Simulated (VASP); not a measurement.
# BN (F-43m) in VASP: further runs

The runs below take BN through single point, with LDA.

Program: VASP 6.6.1. These are calculated values, not measurements. Logs are shortened: lines on timing, memory, paths and dates and some standing lists are left out, and cuts for length are marked.

## 1. The cell of the first run

Symmetry: F-43m, No. 216, cubic system. Conventional cell: a = 3.627 Å, b = 3.627 Å, c = 3.627 Å, α = 90.00°, β = 90.00°, γ = 90.00°. Within 2.1 Å of B (site symmetry -43m) lie 4 N at 1.57 Å. N (site symmetry -43m) has 4 B at 1.57 Å within 2.1 Å.

## 2. Single point, LDA (volume scaled by 1.01)

The input, INCAR:

```
SYSTEM = BN
PREC     = Accurate       ! precision mode
ENCUT    = 520            ! plane-wave cutoff, eV
EDIFF    = 1E-7           ! SCF threshold, eV
ISMEAR   = -1             ! smearing method
SIGMA    = 0.02           ! smearing width, eV
LREAL    = .FALSE.        ! projectors in reciprocal space
LASPH    = .TRUE.         ! aspherical terms in the spheres
NELM     = 100            ! most SCF steps
ALGO     = Normal         ! electronic algorithm
ISIF     = 2              ! what is computed and relaxed
LWAVE    = .FALSE.        ! write WAVECAR
LCHARG   = .TRUE.         ! write CHGCAR
LELF     = .TRUE.         ! ELF
LVHAR    = .TRUE.       
NBANDS   = 11             ! bands
```

The input, KPOINTS:

```
regular mesh
0
G
  11 11 11
  0 0 0
```

The input, POSCAR:

```
BN
1.0
    0.0000000000      1.8135050275      1.8135050275
    1.8135050275      0.0000000000      1.8135050275
    1.8135050275      1.8135050275      0.0000000000
B N
1 1
Direct
    0.0000000000      0.0000000000      0.0000000000
    0.7500000000      0.7500000000      0.7500000000
```

Potentials or basis: VASP PAW LDA potentials, release 64 (B, N).

On the command line:

```console
$ cat potpaw_LDA.64/B/POTCAR potpaw_LDA.64/N/POTCAR > POTCAR
$ mpirun -np 1 vasp_std > vasp.out
```

OUTCAR:

```text
SYSTEM = BN
   PREC = Accurate
   ENCUT = 520
   EDIFF = 1E-7
   ISMEAR = -1
   LREAL = .FALSE.
   LASPH = .TRUE.
   NELM = 100
   ISIF = 2

 ion  position               nearest neighbor table
   1  0.000  0.000  0.000-   2 1.57   2 1.57   2 1.57   2 1.57
   2  0.750  0.750  0.750-   1 1.57   1 1.57   1 1.57   1 1.57

  LATTYP: Found a face centered cubic cell.
 ALAT       =     3.6270100550

  Lattice vectors:

 A1 = (   0.0000000000,   1.8135050275,   1.8135050275)
 A2 = (   1.8135050275,   0.0000000000,   1.8135050275)
 A3 = (   1.8135050275,   1.8135050275,   0.0000000000)

Analysis of symmetry for initial positions (statically):
=====================================================================
 Subroutine PRICEL returns:
 Original cell was already a primitive cell.

 Routine SETGRP: Setting up the symmetry group for a
 face centered cubic supercell.

 Subroutine GETGRP returns: Found 24 space group operations
 (whereof 24 operations were pure point group operations)
 out of a pool of 48 trial point group operations.

The static configuration has the point symmetry T_d .

Analysis of symmetry for dynamics (positions and initial velocities):
=====================================================================
 Subroutine PRICEL returns:
 Original cell was already a primitive cell.

 Routine SETGRP: Setting up the symmetry group for a
 face centered cubic supercell.

 Subroutine GETGRP returns: Found 24 space group operations
 (whereof 24 operations were pure point group operations)
 out of a pool of 48 trial point group operations.

The dynamic configuration has the point symmetry T_d .

 Subroutine INISYM returns: Found 24 space group operations
 (whereof 24 operations are pure point group operations),
 and found     1 'primitive' translations

----------------------------------------------------------------------------------------

                                     Primitive cell

  volume of cell :      11.9285

  direct lattice vectors                    reciprocal lattice vectors
     0.000000000  1.813505027  1.813505027    -0.275709189  0.275709189  0.275709189
     1.813505027  0.000000000  1.813505027     0.275709189 -0.275709189  0.275709189
     1.813505027  1.813505027  0.000000000     0.275709189  0.275709189 -0.275709189

  length of vectors
     2.564683405  2.564683405  2.564683405     0.477542323  0.477542323  0.477542323

  position of ions in fractional coordinates (direct lattice)
     0.000000000  0.000000000  0.000000000
     0.750000000  0.750000000  0.750000000

  ion indices of the primitive-cell ions
   primitive index   ion index
                 1           1
                 2           2

----------------------------------------------------------------------------------------

 KPOINTS: regular mesh

Automatic generation of k-mesh.
 Grid dimensions read from file:
 generate k-points for:   11   11   11

 Generating k-lattice:

  Cartesian coordinates                     Fractional coordinates (reciprocal lattice)
    -0.025064472  0.025064472  0.025064472     0.090909091  0.000000000  0.000000000
     0.025064472 -0.025064472  0.025064472     0.000000000  0.090909091  0.000000000
     0.025064472  0.025064472 -0.025064472     0.000000000  0.000000000  0.090909091

  Length of vectors
     0.043412938  0.043412938  0.043412938

  Shift w.r.t. Gamma in fractional coordinates (k-lattice)
     0.000000000  0.000000000  0.000000000

 Subroutine IBZKPT returns following result:
 ===========================================

 Found     56 irreducible k-points:

 Following reciprocal coordinates:
            Coordinates               Weight
  0.000000  0.000000  0.000000      1.000000
  0.090909  0.000000  0.000000      8.000000
  0.181818  0.000000  0.000000      8.000000
  0.272727  0.000000  0.000000      8.000000
  0.363636  0.000000  0.000000      8.000000
  0.454545  0.000000  0.000000      8.000000
[... 16 lines left out ...]
 -0.272727  0.181818  0.000000     24.000000
 -0.181818  0.181818  0.000000     12.000000
 [... further k-points ...]
   k-points           NKPTS =     56   k-points in BZ     NKDIM =     56   number of bands    NBANDS=     11
   number of dos      NEDOS =    301   number of ions     NIONS =      2
   total plane-waves  NPLWV =   8000
   dimension x,y,z NGX =    20 NGY =   20 NGZ =   20
   dimension x,y,z NGXF=    40 NGYF=   40 NGZF=   40
   ions per type =               1   1
   NGX,Y,Z   is equivalent  to a cutoff of  12.96, 12.96, 12.96 a.u.
   NGXF,Y,Z  is equivalent  to a cutoff of  25.93, 25.93, 25.93 a.u.
 SYSTEM =  BN
   PREC   = accura    normal or accurate (medium, high low for compatibility)
   ISTART =      0    job   : 0-new  1-cont  2-samecut
   ICHARG =      2    charge: 1-file 2-atom 10-const
   ISPIN  =      1    spin polarized calculation?
   LNONCOLLINEAR =      F non collinear calculations
   LSORBIT =      F    spin-orbit coupling
   LASPH  =      T    aspherical Exc in radial PAW
   ENCUT  =  520.0 eV  38.22 Ry    6.18 a.u.   4.77  4.77  4.77*2*pi/ulx,y,z
   NELM   =    100;   NELMIN=  2; NELMDL= -5     # of ELM steps
   EDIFF  = 0.1E-06   stopping-criterion for ELM
   LREAL  =      F    real-space projection
   EDIFFG = 0.1E-05   stopping-criterion for IOM
   NSW    =      0    number of steps for IOM
   IBRION =     -1    ionic relax: 0-MD 1-quasi-New 2-CG
   NFREE  =      0    steps in history (QN), initial steepest desc. (CG)
   ISIF   =      2    stress and relaxation
   ISYM   =      2    0-nonsym 1-usesym 2-fastsym
   POTIM  = 0.5000    time-step for ionic-motion
   TEBEG  =    0.0;   TEEND  =   0.0 temperature during run
   PSTRESS=    0.0 pullay stress
   NELECT =       8.0000    total number of electrons
   NUPDOWN=      -1.0000    fix difference up-down
   EMIN   =  10.00;   EMAX   =-10.00  energy-range for DOS
   EFERMI =   0.00;   METHOD = LEGACY
   ISMEAR =    -1;   SIGMA  =   0.02  broadening in eV -4-tet -1-fermi 0-gaus
   EFERMI_NEDOS =   21; number of points for ismear=-14 and -15
   IALGO  =     38    algorithm
   IMIX   =      4    mixing-type and parameters
     AMIX     =   0.40;   BMIX     =  1.00
     AMIX_MAG =   1.60;   BMIX_MAG =  1.00
  volume/ion in A,a.u.               =       5.96        40.25
  Fermi-wavevector in a.u.,A,eV,Ry     =   1.432989  2.707956 27.938969  2.053456
  Thomas-Fermi vector in A             =   2.552556
   LORBIT       =      0    0 simple, 1 ext, 2 COOP (PROOUT), +10 PAW based schemes
   GGA     = CA    functional components
   LHFCALC =     F    Hartree Fock is set to
   AEXX    =    0.0000 exact exchange contribution
   IVDW    =     0    specifies the selected vdW correction
   LEPSILON=     F    determine dielectric tensor
   LRPA    =     F    only Hartree local field effects (RPA)
 non-spin polarized calculation
  energy-cutoff  :      520.00
  volume of cell :       11.93
 maximum number of plane-waves:       331
   NGX =  9   NGY =  9   NGZ =  9

 number of electron       8.0000001 magnetization

 Free energy of the ion-electron system (eV)
  ---------------------------------------------------
  ext. energy  EPLUGINS =         0.00000000
  ---------------------------------------------------
  free energy    TOTEN  =       -19.39596315 eV

  energy without entropy =      -19.39596315  energy(sigma->0) =      -19.39596315

 E-fermi :   7.6363     XC(G=0): -13.0570

 val. band max:        7.2650896320   @ k =   0.0000   0.0000   0.0000
 cond. band min:      11.6999396232   @ k =   0.4545   0.4545   0.0000
 fundamental gap:      4.4348499913
 Fermi energy:         7.6362791732

 k-point     1 :       0.0000    0.0000    0.0000
  band No.  band energies     occupation
      1     -12.6921      2.00000
      2       7.2651      2.00000
      3       7.2651      2.00000
      4       7.2651      2.00000
      5      15.9013      0.00000
      6      15.9013      0.00000
      7      15.9013      0.00000
      8      17.5445      0.00000
      9      31.5677      0.00000
     10      34.9304      0.00000
     11      34.9304      0.00000

 k-point     2 :       0.0909    0.0000    0.0000
  band No.  band energies     occupation
      1     -12.4920      2.00000
      2       6.2104      2.00000
      3       7.0529      2.00000
      4       7.0529      2.00000
      5      16.1504      0.00000
      6      16.2204      0.00000
      7      16.2204      0.00000
      8      18.1802      0.00000
      9      31.2955      0.00000
     10      32.4261      0.00000
     11      32.4261      0.00000

 k-point     3 :       0.1818    0.0000    0.0000
  band No.  band energies     occupation
      1     -11.9001      2.00000
      2       3.8583      2.00000
      3       6.5550      2.00000
      4       6.5550      2.00000
      5      16.5230      0.00000
      6      16.9253      0.00000
      7      16.9253      0.00000
      8      19.5968      0.00000
      9      30.6490      0.00000
     10      30.8897      0.00000
     11      30.8897      0.00000

 k-point     4 :       0.2727    0.0000    0.0000
  band No.  band energies     occupation
      1     -10.9505      2.00000
      2       1.1812      2.00000
      3       6.0134      2.00000
      4       6.0134      2.00000
      5      16.8788      0.00000
      6      17.5221      0.00000
      7      17.5221      0.00000
      8      20.8970      0.00000
      9      30.1299      0.00000
     10      30.7385      0.00000
     11      30.7385      0.00000

 k-point     5 :       0.3636    0.0000    0.0000
  band No.  band energies     occupation
      1      -9.7454      2.00000
      2      -1.3086      2.00000
      3       5.5907      2.00000
      4       5.5907      2.00000
      5      17.1667      0.00000
      6      17.7588      0.00000
      7      17.7588      0.00000
      8      21.7371      0.00000
      9      30.0167      0.00000
     10      31.9002      0.00000
     11      31.9002      0.00000
[... 211 lines left out ...]
 k-point    21 :      -0.4545    0.1818    0.0000
  band No.  band energies     occupation
      1      -7.9651      2.00000
      2      -2.6295      2.00000
      3       3.0518      2.00000
      4       4.4043      2.00000
      5      15.9577      0.00000
      6      19.7042      0.00000
      7      19.7726      0.00000
      8      22.4630      0.00000
      9      27.3615      0.00000
     10      33.3465      0.00000
     11      33.4920      0.00000

 k-point    22 :      -0.3636    0.1818    0.0000
  band No.  band energies     occupation
      1      -8.4044      2.00000
      2      -1.9933      2.00000
      3       2.7347      2.00000
      4       4.8905      2.00000
      5      16.5681      0.00000
      6      19.2443      0.00000
      7      19.4671      0.00000
      8      22.4662      0.00000
      9      27.9828      0.00000
     10      30.8724      0.00000
     11      33.5352      0.00000

 k-point    23 :      -0.2727    0.1818    0.0000
  band No.  band energies     occupation
      1      -9.5415      2.00000
      2      -0.1447      2.00000
      3       2.8014      2.00000
      4       5.5538      2.00000
      5      17.2968      0.00000
      6      18.5362      0.00000
      7      18.9808      0.00000
      8      21.4153      0.00000
      9      28.9242      0.00000
     10      28.9555      0.00000
     11      33.5724      0.00000

 k-point    24 :      -0.1818    0.1818    0.0000
  band No.  band energies     occupation
      1     -10.6373      2.00000
      2       1.7891      2.00000
      3       3.5341      2.00000
      4       6.2256      2.00000
      5      17.6563      0.00000
      6      17.7575      0.00000
      7      18.1362      0.00000
      8      20.5587      0.00000
      9      28.3329      0.00000
     10      29.1491      0.00000
     11      33.6591      0.00000

 [... further k-points ...]
[... 5 lines left out ...]
  --------------------------------------------------------------------------------------
  -------------------------------------------------------------------------------------
  Total       -1.0171919     -1.0171919     -1.0171919      0.0000000      0.0000000      0.0000000
  in kB     -136.6240597   -136.6240597   -136.6240597      0.0000000      0.0000000      0.0000000
  external PRESSURE =    -136.6240597 kB  Pullay stress =       0.0000000 kB

 VOLUME and BASIS-vectors are now :
 -----------------------------------------------------------------------------
  energy-cutoff  :      520.00
  volume of cell :       11.93
      direct lattice vectors                 reciprocal lattice vectors
     0.000000000  1.813505027  1.813505027    -0.275709189  0.275709189  0.275709189
     1.813505027  0.000000000  1.813505027     0.275709189 -0.275709189  0.275709189
     1.813505027  1.813505027  0.000000000     0.275709189  0.275709189 -0.275709189

 POSITION                                       TOTAL-FORCE (eV/Angst)
 -----------------------------------------------------------------------------------
      0.00000      0.00000      0.00000        -0.000000     -0.000000     -0.000000
      2.72026      2.72026      2.72026         0.000000      0.000000      0.000000
 -----------------------------------------------------------------------------------
    total drift:                                0.000000      0.000000      0.000000

  FREE ENERGIE OF THE ION-ELECTRON SYSTEM (eV)
  ---------------------------------------------------
  free  energy   TOTEN  =       -19.3959631485 eV

  energy  without entropy=      -19.3959631485  energy(sigma->0) =      -19.39596315
```

Run time: 7.2 s. Hardware: 1 thread of AMD EPYC 9R45 (Zen 5), shared host; peak memory 0.08 GiB.

What came out:

| Property | Result |
| --- | --- |
| Free energy | -19.3960 eV |
| Pressure | -13.7 GPa |
| Band gap on the k mesh | 4.43 eV, indirect (least direct gap 8.64 eV) |

 A k mesh can miss the band edges.

## 3. Single point, LDA (volume scaled by 1.04)

The input, INCAR:

```
PREC = Accurate ; ENCUT = 520
EDIFF = 1E-7 ; ISMEAR = -1
SIGMA = 0.02 ; LREAL = F
LASPH = T ; NELM = 100
ALGO = Normal ; ISIF = 2
LWAVE = F ; LCHARG = F
GGA = CA ; NBANDS = 11
```

The input, KPOINTS:

```
regular mesh
0
Gamma
  11 11 11
```

The input, POSCAR:

```
BN
1.0
    0.0000000000      1.8312856224      1.8312856224
    1.8312856224      0.0000000000      1.8312856224
    1.8312856224      1.8312856224      0.0000000000
B N
1 1
Direct
    0.0000000000      0.0000000000      0.0000000000
    0.7500000000      0.7500000000      0.7500000000
```

Potentials or basis: VASP PAW LDA potentials, release 64 (B, N).

On the command line:

```console
$ cat potpaw_LDA.64/B/POTCAR potpaw_LDA.64/N/POTCAR > POTCAR
$ mpirun -np 1 vasp_std > vasp.out
```

Run time: 6.9 s. Hardware: 1 thread of AMD EPYC 9R45 (Zen 5), shared host; peak memory 0.08 GiB.

The run converged. Its results:

```
Free energy            : -19.3552 eV
Pressure               : -23.4 GPa
Band gap on the k mesh : 4.40 eV, indirect (least direct gap 8.50 eV)
```

Levels at points of the mesh, in eV from the valence-band top:
| k point | band 1 | band 2 | band 3 | band 4 | band 5 | band 6 | band 7 | band 8 |
| --- | --- | --- | --- | --- | --- | --- | --- | --- |
| (0.00, 0.00, 0.00) | -19.63 | 0.00 | 0.00 | 0.00 | 8.50 | 8.50 | 8.50 | 9.81 |

 A k mesh can miss the band edges.
